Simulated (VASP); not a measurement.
Sb: single point with PBE+D3(BJ)

Sb:

```xyz
2
Lattice="2.1584 1.2461 3.6728 -2.1584 1.2461 3.6728 0.0000 -2.4923 3.6728" Properties=species:S:1:pos:R:3 pbc="T T T"
Sb    0.0000    0.0000    2.6132
Sb    0.0000    0.0000    8.4051
```

```json
{"Program": "VASP 6.6.1", "Task": "single point", "Functional": "PBE", "Dispersion": "D3(BJ)", "Potentials or basis": "VASP PAW PBE potentials, release 64 (Sb)", "Cutoff": "520 eV", "k mesh": "12 × 12 × 12", "Occupations": "fermi-dirac, width 0.15 eV", "Spin": "no spin polarisation", "Dipole correction": "no", "Further INCAR settings": "ALGO = Normal; EDIFF = 1e-06; NBANDS = 12"}
```

- Pressure: 0.1 GPa
- Largest force: 0.035 eV/Å
- Band gap on the k mesh: zero (bands 5 and 6 overlap by 0.24 eV)
- Dispersion energy per atom: -0.482 eV

Forces in eV/Å, atoms in the order of the input:
```
Sb   0.000  0.000  0.035
Sb   0.000  0.000 -0.035
```

Levels at points of the mesh, in eV from the Fermi level:
```csv
k point,band 1,band 2,band 3,band 4,band 5,band 6,band 7,band 8,band 9,band 10
"(0.00, 0.00, 0.00)",-12.67,-4.58,-1.91,-1.72,-1.72,2.53,2.96,2.96,5.01,5.01
"(0.50, 0.00, 0.00)",-10.22,-9.65,-1.60,-1.45,-0.25,-0.05,0.29,0.30,8.01,8.62
"(0.50, 0.50, 0.00)",-10.24,-7.76,-5.54,-3.72,-3.64,1.74,5.18,5.55,7.27,8.88
"(0.50, 0.50, 0.50)",-10.85,-9.14,-1.12,-1.12,-0.29,0.00,0.00,1.00,7.50,8.92
```

Run time: 2.3 min on 1 thread of Intel Xeon 8259CL, with other jobs on the host, peak memory 0.29 GiB.

Caveat: spin-orbit coupling is left out, which moves the levels of the heavy elements.
